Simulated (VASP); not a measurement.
# LiNbO3 (R3c) in VASP: single point with PBE

Aim: the single point of LiNbO3 with PBE.

Everything below comes from runs of VASP 6.6.1. Logs are shortened: lines on timing, memory, paths and dates and some standing lists are left out, and cuts for length are marked.

### Step 1. The cell of the first run

Symmetry: R3c, No. 161, trigonal system. Conventional cell: a = 5.190 Å, b = 5.190 Å, c = 14.017 Å, α = 90.00°, β = 90.00°, γ = 120.00°. Li (site symmetry 3) has 6 O at 2.08 to 2.26 Å within 2.8 Å. Nb (site symmetry 3) has 6 O at 1.88 to 2.17 Å within 2.5 Å. O (site symmetry 1) has 2 Nb at 1.88 to 2.17 Å and 2 Li at 2.08 to 2.26 Å within 2.5 Å.

### Step 2. Single point, PBE

The input, INCAR:

```
PREC = Accurate
ENCUT = 520
EDIFF = 1E-6
ISMEAR = 0
SIGMA = 0.01
LREAL = Auto
LASPH = T
NELM = 60
ALGO = Normal
ISIF = 2
LWAVE = F
LCHARG = F
GGA = PE
NBANDS = 318
```

The input, KPOINTS:

```
regular mesh
0
Gamma
  1 1 1
```

The input, POSCAR:

```
LiNbO3
1.0
    5.1899002718      2.9963903190      9.3444465000
   -5.1899002718      2.9963903190      9.3444465000
    0.0000000000     -5.9927806380      9.3444465000
Li Nb O
16 16 48
Direct
    0.3592319430      0.3592319430      0.3592319430
    0.1092319430      0.1092319430      0.1092319430
    0.3592319430      0.3592319430      0.8592319430
    0.1092319430      0.1092319430      0.6092319430
    0.3592319430      0.8592319430      0.3592319430
    0.1092319430      0.6092319430      0.1092319430
    0.3592319430      0.8592319430      0.8592319430
    0.1092319430      0.6092319430      0.6092319430
    0.8592319430      0.3592319430      0.3592319430
    0.6092319430      0.1092319430      0.1092319430
    0.8592319430      0.3592319430      0.8592319430
    0.6092319430      0.1092319430      0.6092319430
    0.8592319430      0.8592319430      0.3592319430
    0.6092319430      0.6092319430      0.1092319430
    0.8592319430      0.8592319430      0.8592319430
    0.6092319430      0.6092319430      0.6092319430
    0.4992598063      0.4992598063      0.4992598063
    0.2492598063      0.2492598063      0.2492598063
    0.4992598063      0.4992598063      0.9992598063
    0.2492598063      0.2492598063      0.7492598063
    0.4992598063      0.9992598063      0.4992598063
    0.2492598063      0.7492598063      0.2492598063
    0.4992598063      0.9992598063      0.9992598063
    0.2492598063      0.7492598063      0.7492598063
    0.9992598063      0.4992598063      0.4992598063
    0.7492598063      0.2492598063      0.2492598063
    0.9992598063      0.4992598063      0.9992598063
    0.7492598063      0.2492598063      0.7492598063
    0.9992598063      0.9992598063      0.4992598063
    0.7492598063      0.7492598063      0.2492598063
    0.9992598063      0.9992598063      0.9992598063
    0.7492598063      0.7492598063      0.7492598063
    0.1399505052      0.3207579546      0.4448922960
    0.3207579546      0.4448922960      0.1399505052
    0.4448922960      0.1399505052      0.3207579546
    0.1948922960      0.0707579546      0.3899505052
    0.3899505052      0.1948922960      0.0707579546
    0.0707579546      0.3899505052      0.1948922960
    0.1399505052      0.3207579546      0.9448922960
    0.3207579546      0.4448922960      0.6399505052
    0.4448922960      0.1399505052      0.8207579546
    0.1948922960      0.0707579546      0.8899505052
    0.3899505052      0.1948922960      0.5707579546
    0.0707579546      0.3899505052      0.6948922960
    0.1399505052      0.8207579546      0.4448922960
    0.3207579546      0.9448922960      0.1399505052
    0.4448922960      0.6399505052      0.3207579546
    0.1948922960      0.5707579546      0.3899505052
    0.3899505052      0.6948922960      0.0707579546
    0.0707579546      0.8899505052      0.1948922960
    0.1399505052      0.8207579546      0.9448922960
    0.3207579546      0.9448922960      0.6399505052
    0.4448922960      0.6399505052      0.8207579546
    0.1948922960      0.5707579546      0.8899505052
    0.3899505052      0.6948922960      0.5707579546
    0.0707579546      0.8899505052      0.6948922960
    0.6399505052      0.3207579546      0.4448922960
    0.8207579546      0.4448922960      0.1399505052
    0.9448922960      0.1399505052      0.3207579546
    0.6948922960      0.0707579546      0.3899505052
    0.8899505052      0.1948922960      0.0707579546
    0.5707579546      0.3899505052      0.1948922960
    0.6399505052      0.3207579546      0.9448922960
    0.8207579546      0.4448922960      0.6399505052
    0.9448922960      0.1399505052      0.8207579546
    0.6948922960      0.0707579546      0.8899505052
    0.8899505052      0.1948922960      0.5707579546
    0.5707579546      0.3899505052      0.6948922960
    0.6399505052      0.8207579546      0.4448922960
    0.8207579546      0.9448922960      0.1399505052
    0.9448922960      0.6399505052      0.3207579546
    0.6948922960      0.5707579546      0.3899505052
    0.8899505052      0.6948922960      0.0707579546
    0.5707579546      0.8899505052      0.1948922960
    0.6399505052      0.8207579546      0.9448922960
    0.8207579546      0.9448922960      0.6399505052
    0.9448922960      0.6399505052      0.8207579546
    0.6948922960      0.5707579546      0.8899505052
    0.8899505052      0.6948922960      0.5707579546
    0.5707579546      0.8899505052      0.6948922960
```

Potentials or basis: VASP PAW PBE potentials, release 64 (Li_sv, Nb_sv, O).

The run is started by

```sh
cat potpaw_PBE.64/Li_sv/POTCAR potpaw_PBE.64/Nb_sv/POTCAR potpaw_PBE.64/O/POTCAR > POTCAR
mpirun -np 1 vasp_gam > vasp.out
```

OUTCAR:

```text
PREC = Accurate
   ENCUT = 520
   EDIFF = 1E-6
   ISMEAR = 0
   LREAL = Auto
   LASPH = T
   NELM = 60
   ISIF = 2
   GGA = PE

 ion  position               nearest neighbor table
   1  0.359  0.359  0.359-  48 2.08  43 2.08  62 2.08  35 2.26  33 2.26  34 2.26
   2  0.109  0.109  0.109-  46 2.08  59 2.08  39 2.08  61 2.26  50 2.26  42 2.26
   3  0.359  0.359  0.859-  54 2.08  37 2.08  68 2.08  41 2.26  39 2.26  40 2.26
   4  0.109  0.109  0.609-  52 2.08  65 2.08  33 2.08  67 2.26  56 2.26  36 2.26
   5  0.359  0.859  0.359-  36 2.08  55 2.08  74 2.08  47 2.26  45 2.26  46 2.26
   6  0.109  0.609  0.109-  34 2.08  71 2.08  51 2.08  73 2.26  38 2.26  54 2.26
[... 81 lines left out ...]
 A1 = (   5.1899002718,   2.9963903190,   9.3444465000)
 A2 = (  -5.1899002718,   2.9963903190,   9.3444465000)
 A3 = (   0.0000000000,  -5.9927806380,   9.3444465000)

Analysis of symmetry for initial positions (statically):
=====================================================================
 Subroutine PRICEL returns following result:

  LATTYP: Found a trigonal (rhomboedric) cell.
 ALAT       =     5.5504977292
 COS(alpha) =     0.5628563533

  Lattice vectors:

 A1 = (   2.5949501359,   1.4981951595,   4.6722232500)
 A2 = (  -2.5949501359,   1.4981951595,   4.6722232500)
 A3 = (   0.0000000000,  -2.9963903190,   4.6722232500)

   8 primitive cells build up your supercell.

 Routine SETGRP: Setting up the symmetry group for a
 trigonal (rhombohedral) supercell.

 Subroutine GETGRP returns: Found  6 space group operations
 (whereof  3 operations were pure point group operations)
 out of a pool of 12 trial point group operations.

The static configuration has the point symmetry C_3 .
 The point group associated with its full space group is C_3v.

Analysis of symmetry for dynamics (positions and initial velocities):
=====================================================================
 Subroutine PRICEL returns following result:

  LATTYP: Found a trigonal (rhomboedric) cell.
 ALAT       =     5.5504977292
 COS(alpha) =     0.5628563533

  Lattice vectors:

 A1 = (   2.5949501359,   1.4981951595,   4.6722232500)
 A2 = (  -2.5949501359,   1.4981951595,   4.6722232500)
 A3 = (   0.0000000000,  -2.9963903190,   4.6722232500)

   8 primitive cells build up your supercell.

 Routine SETGRP: Setting up the symmetry group for a
 trigonal (rhombohedral) supercell.

 Subroutine GETGRP returns: Found  6 space group operations
 (whereof  3 operations were pure point group operations)
 out of a pool of 12 trial point group operations.

The dynamic configuration has the point symmetry C_3 .
 The point group associated with its full space group is C_3v.

 Subroutine INISYM returns: Found  6 space group operations
 (whereof  3 operations are pure point group operations),
 and found     8 'primitive' translations

----------------------------------------------------------------------------------------

                                     Primitive cell

  volume of cell :     108.9864

  direct lattice vectors                    reciprocal lattice vectors
     2.594950136  1.498195160  4.672223250     0.192681930  0.111244964  0.071343623
    -2.594950136  1.498195160  4.672223250    -0.192681930  0.111244964  0.071343623
     0.000000000 -2.996390319  4.672223250     0.000000000 -0.222489928  0.071343623

  length of vectors
[... 38 lines left out ...]
     0.096340965  0.055622482  0.035671811     1.000000000  0.000000000  0.000000000
    -0.096340965  0.055622482  0.035671811     0.000000000  1.000000000  0.000000000
     0.000000000 -0.111244964  0.035671811     0.000000000  0.000000000  1.000000000

  Length of vectors
     0.116824313  0.116824313  0.116824313

  Shift w.r.t. Gamma in fractional coordinates (k-lattice)
     0.000000000  0.000000000  0.000000000

 Subroutine IBZKPT returns following result:
 ===========================================

 Found      1 irreducible k-points:

 Following reciprocal coordinates:
            Coordinates               Weight
  0.000000  0.000000  0.000000      1.000000
   k-points           NKPTS =      1   k-points in BZ     NKDIM =      1   number of bands    NBANDS=    318
   number of dos      NEDOS =    301   number of ions     NIONS =     80
   total plane-waves  NPLWV = 592704
   dimension x,y,z NGX =    84 NGY =   84 NGZ =   84
   dimension x,y,z NGXF=   168 NGYF=  168 NGZF=  168
   ions per type =              16  16  48
   NGX,Y,Z   is equivalent  to a cutoff of  12.58, 12.58, 12.58 a.u.
   NGXF,Y,Z  is equivalent  to a cutoff of  25.16, 25.16, 25.16 a.u.
 SYSTEM =  unknown system
   PREC   = accura    normal or accurate (medium, high low for compatibility)
   ISTART =      0    job   : 0-new  1-cont  2-samecut
   ICHARG =      2    charge: 1-file 2-atom 10-const
   ISPIN  =      1    spin polarized calculation?
   LNONCOLLINEAR =      F non collinear calculations
   LSORBIT =      F    spin-orbit coupling
   LASPH  =      T    aspherical Exc in radial PAW
   ENCUT  =  520.0 eV  38.22 Ry    6.18 a.u.  20.64 20.64 20.64*2*pi/ulx,y,z
   NELM   =     60;   NELMIN=  2; NELMDL= -5     # of ELM steps
   EDIFF  = 0.1E-05   stopping-criterion for ELM
   LREAL  =      T    real-space projection
   EDIFFG = 0.1E-04   stopping-criterion for IOM
   NSW    =      0    number of steps for IOM
   IBRION =     -1    ionic relax: 0-MD 1-quasi-New 2-CG
   NFREE  =      0    steps in history (QN), initial steepest desc. (CG)
   ISIF   =      2    stress and relaxation
   ISYM   =      2    0-nonsym 1-usesym 2-fastsym
   POTIM  = 0.5000    time-step for ionic-motion
   TEBEG  =    0.0;   TEEND  =   0.0 temperature during run
   PSTRESS=    0.0 pullay stress
   NELECT =     544.0000    total number of electrons
   NUPDOWN=      -1.0000    fix difference up-down
   EMIN   =  10.00;   EMAX   =-10.00  energy-range for DOS
   EFERMI =   0.00;   METHOD = LEGACY
   ISMEAR =     0;   SIGMA  =   0.01  broadening in eV -4-tet -1-fermi 0-gaus
   EFERMI_NEDOS =   21; number of points for ismear=-14 and -15
   IALGO  =     38    algorithm
   IMIX   =      4    mixing-type and parameters
     AMIX     =   0.40;   BMIX     =  1.00
     AMIX_MAG =   1.60;   BMIX_MAG =  1.00
  volume/ion in A,a.u.               =      10.90        73.55
  Fermi-wavevector in a.u.,A,eV,Ry     =   1.398901  2.643540 26.625577  1.956925
  Thomas-Fermi vector in A             =   2.522014
   LORBIT       =      0    0 simple, 1 ext, 2 COOP (PROOUT), +10 PAW based schemes
   GGA     = PE    functional components
   LHFCALC =     F    Hartree Fock is set to
   AEXX    =    0.0000 exact exchange contribution
   IVDW    =     0    specifies the selected vdW correction
   LEPSILON=     F    determine dielectric tensor
   LRPA    =     F    only Hartree local field effects (RPA)
 non-spin polarized calculation
 Gauss-broadening in eV      SIGMA  =   0.01
  energy-cutoff  :      520.00
  volume of cell :      871.89
 maximum number of plane-waves:     11751
 NGX is ok and might be reduce to    84
   NGX = 41   NGY = 41   NGZ = 41

 number of electron     543.9999984 magnetization

 Free energy of the ion-electron system (eV)
  ---------------------------------------------------
  ext. energy  EPLUGINS =         0.00000000
  ---------------------------------------------------
  free energy    TOTEN  =      -640.04846284 eV

  energy without entropy =     -640.04846284  energy(sigma->0) =     -640.04846284

 E-fermi :   3.4251     XC(G=0): -10.6653

 val. band max:        3.3175191071   @ k =   0.0000   0.0000   0.0000
 cond. band min:       6.9882615820   @ k =   0.0000   0.0000   0.0000
 fundamental gap:      3.6707424748
 Fermi energy:         3.4251347691

 k-point     1 :       0.0000    0.0000    0.0000
  band No.  band energies     occupation
      1     -50.8978      2.00000
      2     -50.8934      2.00000
      3     -50.8934      2.00000
      4     -50.8934      2.00000
      5     -50.8912      2.00000
      6     -50.8912      2.00000
[... 276 lines left out ...]
    283       7.1387      0.00000
    284       7.4483      0.00000
 [bands above 284 left out]

------------------------ aborting loop because EDIFF is reached ----------------------------------------

  FORCE on cell =-STRESS in cart. coord.  units (eV):
  Direction    XX          YY          ZZ          XY          YZ          ZX
  --------------------------------------------------------------------------------------
  -------------------------------------------------------------------------------------
  Total       -0.9392128     -0.9392128      0.1071948      0.0000000      0.0000000     -0.0000000
  in kB       -1.7258870     -1.7258870      0.1969800      0.0000000      0.0000000     -0.0000000
  external PRESSURE =      -1.0849313 kB  Pullay stress =       0.0000000 kB

 VOLUME and BASIS-vectors are now :
 -----------------------------------------------------------------------------
  energy-cutoff  :      520.00
  volume of cell :      871.89
      direct lattice vectors                 reciprocal lattice vectors
     5.189900272  2.996390319  9.344446500     0.096340965  0.055622482  0.035671811
    -5.189900272  2.996390319  9.344446500    -0.096340965  0.055622482  0.035671811
     0.000000000 -5.992780638  9.344446500     0.000000000 -0.111244964  0.035671811

 POSITION                                       TOTAL-FORCE (eV/Angst)
 -----------------------------------------------------------------------------------
      0.00000      0.00000     10.07047         0.000000     -0.000000     -0.019776
      0.00000      0.00000      3.06214         0.000000     -0.000000     -0.019776
      0.00000     -2.99639     14.74269         0.000000     -0.000000     -0.019776
      0.00000     -2.99639      7.73436         0.000000     -0.000000     -0.019776
     -2.59495      1.49820     14.74269         0.000000     -0.000000     -0.019776
     -2.59495      1.49820      7.73436         0.000000     -0.000000     -0.019776
[... 72 lines left out ...]
      1.01233      1.32838     20.14290         0.002989     -0.000236     -0.002691
     -1.65658      0.21252     20.14290        -0.001290      0.002706     -0.002691
 -----------------------------------------------------------------------------------
    total drift:                               -0.000000      0.000006     -0.044951

  FREE ENERGIE OF THE ION-ELECTRON SYSTEM (eV)
  ---------------------------------------------------
  free  energy   TOTEN  =      -640.0484628382 eV

  energy  without entropy=     -640.0484628382  energy(sigma->0) =     -640.04846284
```

Run time: 21 min. Hardware: 1 thread of Intel Xeon Platinum 8259CL at 2.50GHz (Skylake/Cascade Lake), shared host; peak memory 1.1 GiB.

Results:

| Item | Value |
| --- | --- |
| Free energy | -640.0485 eV |
| Largest force | 0.028 eV/Å |
| Band gap on the k mesh | 3.67 eV |

Forces in eV/Å, atoms in the order of the input:
```
Li   0.000  0.000 -0.020
Li   0.000  0.000 -0.020
Li   0.000  0.000 -0.020
Li   0.000  0.000 -0.020
Li   0.000  0.000 -0.020
Li   0.000  0.000 -0.020
Li   0.000  0.000 -0.020
Li   0.000  0.000 -0.020
Li   0.000  0.000 -0.020
Li   0.000  0.000 -0.020
Li   0.000  0.000 -0.020
Li   0.000  0.000 -0.020
Li   0.000  0.000 -0.020
Li   0.000  0.000 -0.020
Li   0.000  0.000 -0.020
Li   0.000  0.000 -0.020
Nb   0.000  0.000  0.028
Nb   0.000  0.000  0.028
Nb   0.000  0.000  0.028
Nb   0.000  0.000  0.028
Nb   0.000  0.000  0.028
Nb   0.000  0.000  0.028
Nb   0.000  0.000  0.028
Nb   0.000  0.000  0.028
Nb   0.000  0.000  0.028
Nb   0.000  0.000  0.028
Nb   0.000  0.000  0.028
Nb   0.000  0.000  0.028
Nb   0.000  0.000  0.028
Nb   0.000  0.000  0.028
Nb   0.000  0.000  0.028
Nb   0.000  0.000  0.028
O    0.001  0.003 -0.003
O    0.002 -0.002 -0.003
O   -0.003  0.000 -0.003
O   -0.002 -0.002 -0.003
O    0.003  0.000 -0.003
O   -0.001  0.003 -0.003
O    0.001  0.003 -0.003
O    0.002 -0.002 -0.003
O   -0.003  0.000 -0.003
O   -0.002 -0.002 -0.003
O    0.003  0.000 -0.003
O   -0.001  0.003 -0.003
O    0.001  0.003 -0.003
O    0.002 -0.002 -0.003
O   -0.003  0.000 -0.003
O   -0.002 -0.002 -0.003
O    0.003  0.000 -0.003
O   -0.001  0.003 -0.003
O    0.001  0.003 -0.003
O    0.002 -0.002 -0.003
O   -0.003  0.000 -0.003
O   -0.002 -0.002 -0.003
O    0.003  0.000 -0.003
O   -0.001  0.003 -0.003
O    0.001  0.003 -0.003
O    0.002 -0.002 -0.003
O   -0.003  0.000 -0.003
O   -0.002 -0.002 -0.003
O    0.003  0.000 -0.003
O   -0.001  0.003 -0.003
O    0.001  0.003 -0.003
O    0.002 -0.002 -0.003
O   -0.003  0.000 -0.003
O   -0.002 -0.002 -0.003
O    0.003  0.000 -0.003
O   -0.001  0.003 -0.003
O    0.001  0.003 -0.003
O    0.002 -0.002 -0.003
O   -0.003  0.000 -0.003
O   -0.002 -0.002 -0.003
O    0.003  0.000 -0.003
O   -0.001  0.003 -0.003
O    0.001  0.003 -0.003
O    0.002 -0.002 -0.003
O   -0.003  0.000 -0.003
O   -0.002 -0.002 -0.003
O    0.003  0.000 -0.003
O   -0.001  0.003 -0.003
```

Caveat: the k points lie up to 0.73 Å⁻¹ apart; the cutoff is under 1.25 times the usual one of these potentials, so pressure, stress and relaxed cells hold a basis-set (Pulay) error.
